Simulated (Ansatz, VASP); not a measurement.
## Two plane-wave programs on V2MoS6

```xyz
9
Lattice="5.9109 0.0000 0.0000 -2.9555 5.1190 0.0000 0.0000 0.0000 6.1926" Properties=species:S:1:pos:R:3 pbc="T T T"
V     0.0000    3.4127    0.0000
V     2.9555    1.7063    0.0000
Mo    0.0000    0.0000    0.0000
S     3.9406    0.0000    4.7102
S     0.9852    1.7063    4.7102
S    -1.9703    3.4127    4.7102
S     1.9703    0.0000    1.4824
S    -0.9852    1.7063    1.4824
S     1.9703    3.4127    1.4824
```

Alike in both runs: task single point; functional PBE; k mesh 3 × 3 × 4; occupations gaussian, width 0.1 eV; collinear spin.

|  | VASP | Ansatz |
| --- | --- | --- |
| version | VASP 6.6.1 | Ansatz 0.2.0 |
| potentials or method | VASP PAW PBE potentials, release 64 (V_sv, Mo_sv, S), cutoff 520 eV | scalar-relativistic, plane waves, PAW |
| valence electrons in the cell | 76 | 76 |

```tsv
	VASP	Ansatz	Ansatz less VASP
gap on the k mesh at the Fermi level (eV)	none	none	-
pressure (GPa)	-9.6	-9.0	+0.62
traceless stress, the component that is largest in VASP (GPa)	3.25	2.65	-0.601
rms of the force components (eV/Å)	0.438	0.425	-0.0139
net moment per atom (μB)	0.05	0.17	+0.123
size of the moment on the site where the two differ most (μB)	0.10	0.76	+0.663
```

The net moments are unlike, so the other rows may belong to different states. Site moments also hang on the region over which each program counts them. Atom by atom the forces differ by 0.016 eV/Å (rms over components). A gap of «none» marks a metal or a gap that the smearing closes.

The k mesh is coarse, so the values compare programs but aren't converged.
